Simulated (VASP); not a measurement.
# Fe (P1) in VASP: notebook

Fe is run at these levels: PBE; tasks: single point.

Everything below comes from runs of VASP 6.6.1. Logs are shortened: lines on timing, memory, paths and dates and some standing lists are left out, and cuts for length are marked.

## Step 1: The cell of the first run

The typed cell holds 4 atoms: a = 4.999 Å, b = 4.999 Å, c = 2.499 Å, α = 109.47°, β = 109.47°, γ = 109.47°.

## Step 2: Single point, PBE, collinear spin, ferromagnetic start

The input, INCAR:

```
SYSTEM = Fe
ALGO = Normal
EDIFF = 1E-6
ENCUT = 520
GGA = PE
ISIF = 2
ISMEAR = -1
ISPIN = 2
LASPH = .TRUE.
LCHARG = .FALSE.
LMAXMIX = 4
LORBIT = 11
LREAL = .FALSE.
LWAVE = .FALSE.
MAGMOM = 3 3 3 3
NBANDS = 28
NELM = 150
PREC = Accurate
SIGMA = 0.08
```

The input, KPOINTS:

```
k-points
0
G
  5 5 9
  0 0 0
```

The input, POSCAR:

```
Fe
1.0
   -2.8860000000      2.8860000000      2.8860000000
    2.8860000000     -2.8860000000      2.8860000000
    1.4430000000      1.4430000000     -1.4430000000
Fe
4
Direct
   -0.0059871795     -0.0071651074      0.0038617464
   -0.0039060984      0.5000415800      0.0020138600
    0.5022775468      0.0098400901      0.0072567568
    0.5076157311      0.4972834373     -0.0131323631
```

Potentials or basis: VASP PAW PBE potentials, release 64 (Fe).

Command:

```bash
cat potpaw_PBE.64/Fe/POTCAR > POTCAR
mpirun -np 1 vasp_std > vasp.out
```

OUTCAR:

```text
SYSTEM = Fe
   EDIFF = 1E-6
   ENCUT = 520
   GGA = PE
   ISIF = 2
   ISMEAR = -1
   ISPIN = 2
   LASPH = .TRUE.
   LORBIT = 11
   LREAL = .FALSE.
   NELM = 150
   PREC = Accurate

 ion  position               nearest neighbor table
   1  0.994  0.993  0.004-   2 2.47   4 2.49   3 2.49   3 2.51   4 2.52   2 2.53   4 2.81   3 2.87
                             2 2.87   2 2.90   3 2.91   4 2.96
   2  0.996  0.500  0.002-   4 2.42   1 2.47   3 2.47   3 2.53   1 2.53   4 2.57   3 2.85   4 2.87
                             1 2.87   1 2.90   4 2.91   3 2.92
   3  0.502  0.010  0.007-   4 2.45   2 2.47   1 2.49   1 2.51   2 2.53   4 2.55   4 2.81   2 2.85
                             1 2.87   1 2.91   2 2.92   4 2.97
   4  0.508  0.497  0.987-   2 2.42   3 2.45   1 2.49   1 2.52   3 2.55   2 2.57   3 2.81   1 2.81
                             2 2.87   2 2.91   1 2.96   3 2.97

  LATTYP: Found a trigonal (rhomboedric) cell.
 ALAT       =     4.7858895725
 COS(alpha) =    -0.4545454545

  Lattice vectors:

 A1 = (  -1.4430000000,  -1.4430000000,  -4.3290000000)
 A2 = (  -1.4430000000,   4.3290000000,   1.4430000000)
 A3 = (   4.3290000000,  -1.4430000000,   1.4430000000)

Analysis of symmetry for initial positions (statically):
=====================================================================
 Subroutine PRICEL returns:
 Original cell was already a primitive cell.

 Routine SETGRP: Setting up the symmetry group for a
 trigonal (rhombohedral) supercell.

 Subroutine GETGRP returns: Found  1 space group operations
 (whereof  1 operations were pure point group operations)
 out of a pool of 12 trial point group operations.

The static configuration has the point symmetry C_1 .

Analysis of symmetry for dynamics (positions and initial velocities):
=====================================================================
 Subroutine PRICEL returns:
 Original cell was already a primitive cell.

 Routine SETGRP: Setting up the symmetry group for a
 trigonal (rhombohedral) supercell.

 Subroutine GETGRP returns: Found  1 space group operations
 (whereof  1 operations were pure point group operations)
 out of a pool of 12 trial point group operations.

The dynamic configuration has the point symmetry C_1 .

Analysis of structural, dynamic, and magnetic symmetry:
=====================================================================
 Subroutine PRICEL returns:
 Original cell was already a primitive cell.

 Routine SETGRP: Setting up the symmetry group for a
 trigonal (rhombohedral) supercell.

 Subroutine GETGRP returns: Found  1 space group operations
 (whereof  1 operations were pure point group operations)
 out of a pool of 12 trial point group operations.

[... 158 lines left out ...]
  energy-cutoff  :      520.00
  volume of cell :       48.07
 maximum number of plane-waves:      1308
 NGX is ok and might be reduce to    40
   NGX = 19   NGY = 19   NGZ =  9

 number of electron      32.0000000 magnetization      12.0000000

 number of electron      32.0000002 magnetization       9.0101101

 Free energy of the ion-electron system (eV)
  ---------------------------------------------------
  ext. energy  EPLUGINS =         0.00000000
  ---------------------------------------------------
  free energy    TOTEN  =       -32.89072857 eV

  energy without entropy =      -32.80318146  energy(sigma->0) =      -32.84695502

 E-fermi :   5.2463     XC(G=0): -12.7973

 val. band max:        5.2454953503   @ k =   0.0000   0.2000   0.0000
 cond. band min:       5.2493861037   @ k =   0.4000   0.0000   0.2222
 fundamental gap:      0.0038907535
 Fermi energy:         5.2462963126

 spin component 1

 k-point     1 :       0.0000    0.0000    0.0000
  band No.  band energies     occupation
      1      -2.8358      1.00000
      2       0.6212      1.00000
      3       0.6261      1.00000
      4       0.6323      1.00000
      5       2.0634      1.00000
      6       2.0656      1.00000
[... 733 lines left out ...]
     27      17.0391      0.00000
     28      17.7711      0.00000

 [... further k-points ...]

 spin component 2

 k-point     1 :       0.0000    0.0000    0.0000
  band No.  band energies     occupation
      1      -2.6919      1.00000
      2       1.9361      1.00000
      3       1.9367      1.00000
      4       1.9433      1.00000
      5       3.8392      1.00000
      6       3.8515      1.00000
[... 733 lines left out ...]
     27      17.7668      0.00000
     28      18.4454      0.00000

 [... further k-points ...]

------------------------ aborting loop because EDIFF is reached ----------------------------------------

  FORCE on cell =-STRESS in cart. coord.  units (eV):
  Direction    XX          YY          ZZ          XY          YZ          ZX
  --------------------------------------------------------------------------------------
  -------------------------------------------------------------------------------------
  Total       -2.7371585     -2.8080136     -2.7676083      0.0395008      0.0250345      0.0301468
  in kB      -91.2203136    -93.5816751    -92.2351021      1.3164298      0.8343146      1.0046915
  external PRESSURE =     -92.3456970 kB  Pullay stress =       0.0000000 kB

 VOLUME and BASIS-vectors are now :
 -----------------------------------------------------------------------------
  energy-cutoff  :      520.00
  volume of cell :       48.07
      direct lattice vectors                 reciprocal lattice vectors
    -2.886000000  2.886000000  2.886000000     0.000000000  0.173250173  0.173250173
     2.886000000 -2.886000000  2.886000000     0.173250173  0.000000000  0.173250173
     1.443000000  1.443000000 -1.443000000     0.346500347  0.346500347  0.000000000

 POSITION                                       TOTAL-FORCE (eV/Angst)
 -----------------------------------------------------------------------------------
      0.00217      0.00897      5.72847         0.096954     -0.076722      0.352919
     -1.42870      1.43451      4.31494        -0.221028      0.348216      0.241066
     -1.41070      1.43165      1.46750        -0.364485      0.093384     -0.322870
      1.39423      1.45387      1.47609         0.488559     -0.364878     -0.271115
 -----------------------------------------------------------------------------------
    total drift:                                0.000155      0.000004     -0.000182

  FREE ENERGIE OF THE ION-ELECTRON SYSTEM (eV)
  ---------------------------------------------------
  free  energy   TOTEN  =       -32.8907285733 eV

  energy  without entropy=      -32.8031814576  energy(sigma->0) =      -32.84695502

 total charge

# of ion       s       p       d       tot
------------------------------------------
    1        0.463   0.492   6.203   7.159
    2        0.464   0.493   6.206   7.163
    3        0.464   0.493   6.204   7.161
    4        0.465   0.494   6.206   7.165
--------------------------------------------------
tot          1.856   1.971  24.819  28.647

 magnetization (x)

# of ion       s       p       d       tot
------------------------------------------
    1       -0.015  -0.057   2.340   2.268
    2       -0.015  -0.057   2.328   2.256
    3       -0.015  -0.057   2.335   2.264
    4       -0.015  -0.057   2.330   2.259
--------------------------------------------------
tot         -0.058  -0.228   9.333   9.047
```

stdout:

```text
POSCAR found type information on POSCAR Fe
 POSCAR found :  1 types and       4 ions
 scaLAPACK will be used
 LDA part: xc-table for (Slater+PW92), standard interpolation
 -----------------------------------------------------------------------------
|                                                                             |
|           W    W    AA    RRRRR   N    N  II  N    N   GGGG   !!!           |
|           W    W   A  A   R    R  NN   N  II  NN   N  G    G  !!!           |
|           W    W  A    A  R    R  N N  N  II  N N  N  G       !!!           |
|           W WW W  AAAAAA  RRRRR   N  N N  II  N  N N  G  GGG   !            |
|           WW  WW  A    A  R   R   N   NN  II  N   NN  G    G                |
|           W    W  A    A  R    R  N    N  II  N    N   GGGG   !!!           |
|                                                                             |
|     Your reciprocal lattice and k-lattice belong to different lattice       |
|     classes:                                                                |
|                                                                             |
|        The reciprocal lattice is rhombohedral (trigonal),                   |
|        whereas your k-lattice is base-centered monoclinic.                  |
|                                                                             |
|     Results are often still useful ...                                      |
|                                                                             |
 -----------------------------------------------------------------------------

 POSCAR, INCAR and KPOINTS ok, starting setup
 FFT: planning ... GRIDC
 FFT: planning ... GRID_SOFT
 FFT: planning ... GRID
 WAVECAR not read
 entering main loop
```

Wall time 6 min (1 thread of Intel Xeon 8259CL, shared host); peak memory 0.34 GiB.

Results:

```
Free energy                                           : -32.8907 eV
Pressure                                              : -9.2 GPa
Largest force                                         : 0.667 eV/Å
Net moment                                            : 9.01 μB per cell
Site moments                                          : Fe +2.27, +2.26 (each value once) μB
Valence electrons inside the program's atomic spheres : Fe 7.16, 7.17 (each value once)
```

Forces in eV/Å, atoms in the order of the input:
```
Fe   0.097 -0.077  0.353
Fe  -0.221  0.348  0.241
Fe  -0.364  0.093 -0.323
Fe   0.489 -0.365 -0.271
```

Stress tensor (GPa, compression positive):
```
-9.12  0.13  0.10
 0.13 -9.36  0.08
 0.10  0.08 -9.22
```

Levels at points of the mesh, in eV from the Fermi level:
Spin up:
```
           k point  band 18  band 19  band 20  band 21  band 22  band 23  band 24  band 25
(0.00, 0.00, 0.00)    -0.91     0.23     0.27     0.29     0.58     0.59     0.62     6.86
```
Spin down:
```csv
k point,band 8,band 9,band 10,band 11,band 12,band 13,band 14,band 15,band 16,band 17
"(0.00, 0.00, 0.00)",-0.23,-0.22,-0.19,0.63,0.64,0.65,1.56,1.57,1.58,1.71
```

Caveat: the cell stands under tension.

## Step 3: Single point, PBE, collinear spin, ferromagnetic start

The input, INCAR:

```
SYSTEM = Fe
PREC = Accurate ; ENCUT = 520
EDIFF = 1E-6 ; ISMEAR = -1
SIGMA = 0.08 ; LREAL = .False.
LASPH = .True. ; NELM = 150
ALGO = Normal ; ISIF = 2
LWAVE = .False. ; LCHARG = .True.
ISPIN = 2 ; MAGMOM = 3 3 3 3
LORBIT = 11 ; LMAXMIX = 4
GGA = PE ; LELF = .True.
LVHAR = .True. ; NBANDS = 28
```

The input, KPOINTS:

```
Automatic mesh
0
Gamma
  5 5 9
  0 0 0
```

The input, POSCAR:

```
Fe
1.0
   -2.8860000000      2.8860000000      2.8860000000
    2.8860000000     -2.8860000000      2.8860000000
    1.4430000000      1.4430000000     -1.4430000000
Fe
4
Direct
   -0.0079480249     -0.0093161816      0.0054750520
   -0.0045339570      0.5000890506      0.0032252252
    0.5028293486      0.0126871102      0.0093011088
    0.5096528067      0.4965401940     -0.0180013860
```

Potentials or basis: VASP PAW PBE potentials, release 64 (Fe).

Command:

```bash
cat potpaw_PBE.64/Fe/POTCAR > POTCAR
mpirun -np 1 vasp_std > vasp.out
```

OUTCAR:

```text
SYSTEM = Fe
   PREC = Accurate
   ENCUT = 520
   EDIFF = 1E-6
   ISMEAR = -1
   LREAL = .False.
   LASPH = .True.
   NELM = 150
   ISIF = 2
   ISPIN = 2
   LORBIT = 11
   GGA = PE

 ion  position               nearest neighbor table
   1  0.992  0.991  0.005-   2 2.46   4 2.48   3 2.49   3 2.52   4 2.52   2 2.54   4 2.79   3 2.86
                             2 2.87   2 2.90   3 2.91   4 2.99
   2  0.995  0.500  0.003-   4 2.41   1 2.46   3 2.46   3 2.54   1 2.54   4 2.59   3 2.84   4 2.87
                             1 2.87   1 2.90   4 2.91   3 2.93
   3  0.503  0.013  0.009-   4 2.43   2 2.46   1 2.49   1 2.52   2 2.54   4 2.57   4 2.78   2 2.84
                             1 2.86   1 2.91   2 2.93   4 2.99
   4  0.510  0.497  0.982-   2 2.41   3 2.43   1 2.48   1 2.52   3 2.57   2 2.59   3 2.78   1 2.79
                             2 2.87   2 2.91   1 2.99   3 2.99

  LATTYP: Found a trigonal (rhomboedric) cell.
 ALAT       =     4.7858895725
 COS(alpha) =    -0.4545454545

  Lattice vectors:

 A1 = (  -1.4430000000,  -1.4430000000,  -4.3290000000)
 A2 = (  -1.4430000000,   4.3290000000,   1.4430000000)
 A3 = (   4.3290000000,  -1.4430000000,   1.4430000000)

Analysis of symmetry for initial positions (statically):
=====================================================================
[... 1722 lines left out ...]
  -------------------------------------------------------------------------------------
  Total       -2.6038087     -2.7224322     -2.6317262      0.0326194      0.0342590      0.0415497
  in kB      -86.7762106    -90.7295327    -87.7066069      1.0870966      1.1417387      1.3847131
  external PRESSURE =     -88.4041167 kB  Pullay stress =       0.0000000 kB

 VOLUME and BASIS-vectors are now :
 -----------------------------------------------------------------------------
  energy-cutoff  :      520.00
  volume of cell :       48.07
      direct lattice vectors                 reciprocal lattice vectors
    -2.886000000  2.886000000  2.886000000     0.000000000  0.173250173  0.173250173
     2.886000000 -2.886000000  2.886000000     0.173250173  0.000000000  0.173250173
     1.443000000  1.443000000 -1.443000000     0.346500347  0.346500347  0.000000000

 POSITION                                       TOTAL-FORCE (eV/Angst)
 -----------------------------------------------------------------------------------
      0.00395      0.01185      5.71428         0.114258     -0.098503      0.460577
     -1.42500      1.43431      4.31152        -0.280722      0.430085      0.304134
     -1.40113      1.42797      1.47436        -0.464425      0.119859     -0.412350
      1.37918      1.45487      1.48685         0.630889     -0.451441     -0.352361
 -----------------------------------------------------------------------------------
    total drift:                                0.000229      0.000618     -0.000226

  FREE ENERGIE OF THE ION-ELECTRON SYSTEM (eV)
  ---------------------------------------------------
  free  energy   TOTEN  =       -32.8638695627 eV

  energy  without entropy=      -32.7763440412  energy(sigma->0) =      -32.82010680

 total charge

# of ion       s       p       d       tot
------------------------------------------
    1        0.464   0.492   6.204   7.159
    2        0.465   0.493   6.208   7.166
    3        0.465   0.493   6.205   7.163
    4        0.466   0.495   6.208   7.169
--------------------------------------------------
tot          1.859   1.973  24.825  28.657

 magnetization (x)

# of ion       s       p       d       tot
------------------------------------------
    1       -0.015  -0.056   2.346   2.276
    2       -0.015  -0.056   2.327   2.256
    3       -0.015  -0.056   2.339   2.268
    4       -0.015  -0.056   2.331   2.260
--------------------------------------------------
tot         -0.058  -0.226   9.343   9.059
```

Wall time 6.7 min (1 thread of Intel Xeon 8259CL, shared host); peak memory 0.34 GiB.

Results:

* Free energy: -32.8639 eV
* Pressure: -8.8 GPa
* Largest force: 0.852 eV/Å
* Net moment: 9.02 μB per cell
* Site moments: Fe +2.28, +2.26, +2.27 (each value once) μB
* Valence electrons inside the program's atomic spheres: Fe 7.16, 7.17 (each value once)

Forces on the atoms (eV/Å):
```
Fe   0.114 -0.099  0.461
Fe  -0.281  0.430  0.304
Fe  -0.464  0.120 -0.412
Fe   0.631 -0.451 -0.352
```

Stress tensor (GPa, compression positive):
```
-8.68  0.11  0.14
 0.11 -9.07  0.11
 0.14  0.11 -8.77
```

Levels at points of the mesh, in eV from the Fermi level:
Spin up:
```csv
k point,band 18,band 19,band 20,band 21,band 22,band 23,band 24,band 25
"(0.00, 0.00, 0.00)",-0.91,0.20,0.26,0.28,0.58,0.60,0.64,6.84
```
Spin down:
```
           k point  band 8  band 9  band 10  band 11  band 12  band 13  band 14  band 15  band 16  band 17
(0.00, 0.00, 0.00)   -0.24   -0.23    -0.18     0.62     0.65     0.66     1.55     1.56     1.58     1.70
```

Caveat: the cell stands under tension.
